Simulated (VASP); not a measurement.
# In in VASP: further runs, part 2 of 2

VASP 6.6.1. Earlier steps stand in the parts before.

## (5) Single point, PBE-based screened hybrid

This run uses another cell than the first one, of 25.08 Å³/atom, 0.940 times its volume.

Contents of POSCAR:

```
In
1.0
   -1.8440955744      1.8440955744      1.8440955744
    1.8440955744     -1.8440955744      1.8440955744
    1.8440955744      1.8440955744     -1.8440955744
In
1
Direct
    0.0000000000      0.0000000000      0.0000000000
```

Contents of INCAR.step1:

```
SYSTEM = In
PREC = Accurate
ENCUT = 520
EDIFF = 1E-5
ISMEAR = -1
SIGMA = 0.05
LREAL = .False.
LASPH = .True.
NELM = 100
ALGO = Normal
ISIF = 2
LWAVE = .True.
LCHARG = .False.
GGA = PE
NBANDS = 12
```

Contents of INCAR.step2:

```
SYSTEM = In
PREC = Accurate
ENCUT = 520
EDIFF = 1E-6
ISMEAR = -1
SIGMA = 0.05
LREAL = .False.
LASPH = .True.
NELM = 100
ALGO = Normal
ISIF = 2
LWAVE = .False.
LCHARG = .False.
GGA = PE
LHFCALC = .True.
AEXX = 0.25
HFSCREEN = 0.3
PRECFOCK = Normal
ISTART = 1
NBANDS = 12
```

Contents of KPOINTS:

```
regular mesh
0
Gamma
  5 5 5
  0 0 0
```

Potentials or basis: VASP PAW PBE potentials, release 64 (In_d).

Launch:

```
> cat potpaw_PBE.64/In_d/POTCAR > POTCAR
> cp INCAR.step1 INCAR
> mpirun -np 1 vasp_std > vasp.out
> cp INCAR.step2 INCAR
> mpirun -np 1 vasp_std > vasp.out
```

OUTCAR:

```text
SYSTEM = In
   PREC = Accurate
   ENCUT = 520
   EDIFF = 1E-6
   ISMEAR = -1
   LREAL = .False.
   LASPH = .True.
   NELM = 100
   ISIF = 2
   GGA = PE
   LHFCALC = .True.
   AEXX = 0.25
   HFSCREEN = 0.3
   PRECFOCK = Normal
   ISTART = 1

 ion  position               nearest neighbor table
   1  0.000  0.000  0.000-

  LATTYP: Found a body centered cubic cell.
 ALAT       =     3.6881911488

  Lattice vectors:

 A1 = (  -1.8440955744,   1.8440955744,   1.8440955744)
 A2 = (   1.8440955744,  -1.8440955744,   1.8440955744)
 A3 = (   1.8440955744,   1.8440955744,  -1.8440955744)

Analysis of symmetry for initial positions (statically):
=====================================================================
 Subroutine PRICEL returns:
 Original cell was already a primitive cell.

 Routine SETGRP: Setting up the symmetry group for a
 body centered cubic supercell.

 Subroutine GETGRP returns: Found 48 space group operations
 (whereof 48 operations were pure point group operations)
 out of a pool of 48 trial point group operations.

The static configuration has the point symmetry O_h .

Analysis of symmetry for dynamics (positions and initial velocities):
=====================================================================
 Subroutine PRICEL returns:
 Original cell was already a primitive cell.

 Routine SETGRP: Setting up the symmetry group for a
 body centered cubic supercell.

 Subroutine GETGRP returns: Found 48 space group operations
 (whereof 48 operations were pure point group operations)
 out of a pool of 48 trial point group operations.

The dynamic configuration has the point symmetry O_h .

 Subroutine INISYM returns: Found 48 space group operations
 (whereof 48 operations are pure point group operations),
 and found     1 'primitive' translations

----------------------------------------------------------------------------------------

[... 107 lines left out ...]
   AEXX    =    0.2500 exact exchange contribution
   HFSCREEN=    0.3000 screening length (either q_TF or 0.3 A-1)
   HFSCREENC=   0.3000 screening length for correlation (either q_TF or 0.3 A-1)
   ENCUTFOCK=  -1.0 apply spherical cutoff to Coloumb kernel
   IVDW    =     0    specifies the selected vdW correction
   LEPSILON=     F    determine dielectric tensor
   LRPA    =     F    only Hartree local field effects (RPA)
 non-spin polarized calculation
  energy-cutoff  :      520.00
  volume of cell :       25.08
 maximum number of plane-waves:       686
  NGX = 18; NGY = 18; NGZ = 18

 number of electron      12.9999992 magnetization

 Free energy of the ion-electron system (eV)
  ---------------------------------------------------
  ext. energy  EPLUGINS =         0.00000000
  ---------------------------------------------------
  free energy    TOTEN  =        -2.77949447 eV

  energy without entropy =       -2.76468535  energy(sigma->0) =       -2.77208991

 E-fermi :   7.9601     XC(G=0):  -8.7945

 val. band max:        7.3745863446   @ k =  -0.4000  -0.4000   0.2000
 cond. band min:       7.9782076070   @ k =  -0.4000   0.4000   0.2000
 fundamental gap:      0.6036212624
 Fermi energy:         7.9600675351

 k-point     1 :       0.0000    0.0000    0.0000
  band No.  band energies     occupation
      1      -8.6531      2.00000
      2      -8.6531      2.00000
      3      -8.6531      2.00000
      4      -8.3392      2.00000
      5      -8.3392      2.00000
      6      -2.9338      2.00000
      7      20.4713      0.00000
      8      20.4713      0.00000
      9      20.4713      0.00000
     10      21.7702      0.00000
     11      21.7702      0.00000
     12      21.7702      0.00000
[... 121 lines left out ...]
 k-point    10 :      -0.4000    0.4000    0.4000
  band No.  band energies     occupation
      1      -8.7382      2.00000
      2      -8.7000      2.00000
      3      -8.2551      2.00000
      4      -8.2551      2.00000
      5      -8.2331      2.00000
      6       5.6362      2.00000
      7       9.9902      0.00000
      8       9.9902      0.00000
      9      11.2699      0.00000
     10      13.8981      0.00000
     11      16.7731      0.00000
     12      27.8570      0.00000

------------------------ aborting loop because EDIFF is reached ----------------------------------------

  FORCE on cell =-STRESS in cart. coord.  units (eV):
  Direction    XX          YY          ZZ          XY          YZ          ZX
  --------------------------------------------------------------------------------------
  -------------------------------------------------------------------------------------
  Total        0.3927445      0.3927445      0.3927445      0.0000000     -0.0000000      0.0000000
  in kB       25.0847856     25.0847856     25.0847856      0.0000000     -0.0000000      0.0000000
  external PRESSURE =      25.0847856 kB  Pullay stress =       0.0000000 kB

 VOLUME and BASIS-vectors are now :
 -----------------------------------------------------------------------------
  energy-cutoff  :      520.00
  volume of cell :       25.08
      direct lattice vectors                 reciprocal lattice vectors
    -1.844095574  1.844095574  1.844095574     0.000000000  0.271135622  0.271135622
     1.844095574 -1.844095574  1.844095574     0.271135622  0.000000000  0.271135622
     1.844095574  1.844095574 -1.844095574     0.271135622  0.271135622  0.000000000

 POSITION                                       TOTAL-FORCE (eV/Angst)
 -----------------------------------------------------------------------------------
      0.00000      0.00000      0.00000        -0.000000      0.000000      0.000000
 -----------------------------------------------------------------------------------
    total drift:                                0.000015      0.000008      0.000006

  FREE ENERGIE OF THE ION-ELECTRON SYSTEM (eV)
  ---------------------------------------------------
  free  energy   TOTEN  =        -2.7794944698 eV

  energy  without entropy=       -2.7646853509  energy(sigma->0) =       -2.77208991
```

OSZICAR.step1:

```text
N       E                     dE             d eps       ncg     rms          rms(c)
DAV:   1     0.780110710623E+02    0.78011E+02   -0.61511E+03   244   0.142E+03
DAV:   2     0.990316005184E+00   -0.77021E+02   -0.75644E+02   244   0.298E+02
DAV:   3    -0.245471877222E+01   -0.34450E+01   -0.34362E+01   304   0.643E+01
DAV:   4    -0.252854919682E+01   -0.73830E-01   -0.73799E-01   308   0.888E+00
DAV:   5    -0.253135690909E+01   -0.28077E-02   -0.28075E-02   344   0.152E+00    0.251E+00
DAV:   6    -0.250453654908E+01    0.26820E-01   -0.40734E-02   288   0.425E+00    0.124E+00
DAV:   7    -0.249907992099E+01    0.54566E-02   -0.12651E-02   312   0.217E+00    0.271E-01
DAV:   8    -0.249870275855E+01    0.37716E-03   -0.95158E-04   296   0.506E-01    0.301E-02
DAV:   9    -0.249871184514E+01   -0.90866E-05   -0.12804E-05   216   0.497E-02
   1 F= -.24987118E+01 E0= -.24906313E+01  d E =-.161612E-01
```

It used 680 s of CPU time on 1 thread of AMD EPYC 7R13 Processor (Zen 3) (shared host).

Results:

- Free energy: -2.7795 eV
- Pressure: 2.5 GPa

Levels at points of the mesh, in eV from the Fermi level:
```
           k point  band 2  band 3  band 4  band 5  band 6  band 7  band 8  band 9  band 10  band 11
(0.00, 0.00, 0.00)  -16.61  -16.61  -16.30  -16.30  -10.89   12.51   12.51   12.51    13.81    13.81
```

Caveat: the k points lie up to 0.48 Å⁻¹ apart; the PAW data sets were made with another functional, which shifts forces and pressure a little; spin-orbit coupling is left out, which moves the levels of the heavy elements.

## (6) Single point, PBE-based screened hybrid

This run uses another cell than the first one, of 25.62 Å³/atom, 0.960 times its volume.

Contents of POSCAR:

```
In
1.0
   -1.8570825908      1.8570825908      1.8570825908
    1.8570825908     -1.8570825908      1.8570825908
    1.8570825908      1.8570825908     -1.8570825908
In
1
Direct
    0.0000000000      0.0000000000      0.0000000000
```

Contents of INCAR.step1:

```
SYSTEM = In
PREC = Accurate
ENCUT = 520
EDIFF = 1E-5
ISMEAR = -1
SIGMA = 0.05
LREAL = .FALSE.
LASPH = .TRUE.
NELM = 60
ALGO = Normal
ISIF = 2
LWAVE = .TRUE.
LCHARG = .FALSE.
NBANDS = 12
GGA = PE
```

Contents of INCAR.step2:

```
SYSTEM = In
PREC = Accurate
ENCUT = 520
EDIFF = 1E-6
ISMEAR = -1
SIGMA = 0.05
LREAL = .FALSE.
LASPH = .TRUE.
NELM = 60
ALGO = Normal
ISIF = 2
LWAVE = .FALSE.
LCHARG = .FALSE.
GGA = PE
LHFCALC = .TRUE.
AEXX = 0.25
HFSCREEN = 0.3
PRECFOCK = Normal
NBANDS = 12
ISTART = 1
```

Contents of KPOINTS:

```
regular mesh
0
G
  5 5 5
  0 0 0
```

Potentials or basis: VASP PAW PBE potentials, release 64 (In_d).

Launch:

```
> cat potpaw_PBE.64/In_d/POTCAR > POTCAR
> cp INCAR.step1 INCAR
> mpirun -np 1 vasp_std > vasp.out
> cp INCAR.step2 INCAR
> mpirun -np 1 vasp_std > vasp.out
```

It used 370 s of CPU time on 1 thread of AMD EPYC 7R13 Processor (Zen 3), on a shared host.

It converged, with:

```yaml
Free_energy: -2.7870 eV
Pressure: 1.4 GPa
```

Levels at points of the mesh, in eV from the Fermi level:
```tsv
k point	band 3	band 4	band 5	band 6	band 7	band 8	band 9	band 10
(0.00, 0.00, 0.00)	-16.58	-16.28	-16.28	-10.72	12.27	12.27	12.27	13.75
```

Caveat: the k points lie up to 0.48 Å⁻¹ apart; the PAW data sets were made with another functional, which shifts forces and pressure a little; spin-orbit coupling is left out, which moves the levels of the heavy elements.

## (7) Overview

| level | spin | cell | k mesh | cutoff (eV) | smearing | grid for exact exchange (PRECFOCK) | share of exact exchange | screening parameter | gap on the mesh (eV) | pressure (GPa) |
| --- | --- | --- | --- | --- | --- | --- | --- | --- | --- | --- |
| r2SCAN | non-collinear, zero start, SOC | a = 3.261 Å, angles 109.5°, 1 atom | 7 × 7 × 7 | 520 | fermi-dirac 0.05 eV | - | - | - | - | -0.1 |
| PBE | off | a = 3.261 Å, angles 109.5°, 1 atom | 7 × 7 × 7 | 500 | fermi-dirac 0.03 eV | - | - | - | none | 1.5 |
| PBEsol | off | a = 3.232, b = 3.323, c = 3.265 Å, angles 110.9, 107.9, 110.5°, 1 atom | 10 × 10 × 10 | 500 | tetrahedron | - | - | - | none | -1.0 |
| PBE-based screened hybrid | off | a = 3.194 Å, angles 109.5°, 1 atom | 5 × 5 × 5 | 520 | fermi-dirac 0.05 eV | Normal | 0.25 | 0.3 1/Å | none | 2.5 |
| PBE-based screened hybrid | off | a = 3.217 Å, angles 109.5°, 1 atom | 5 × 5 × 5 | 520 | fermi-dirac 0.05 eV | Normal | 0.25 | 0.3 1/Å | none | 1.4 |

Alike in all rows: task single point; potentials or basis VASP PAW PBE potentials, release 64 (In_d).

Caveats: some runs use coarse meshes; the PAW data sets were made with another functional, which shifts forces and pressure a little (some runs); spin-orbit coupling is left out, which moves the levels of the heavy elements (some runs).

Absolute energies hang on the potentials; compare differences alone.
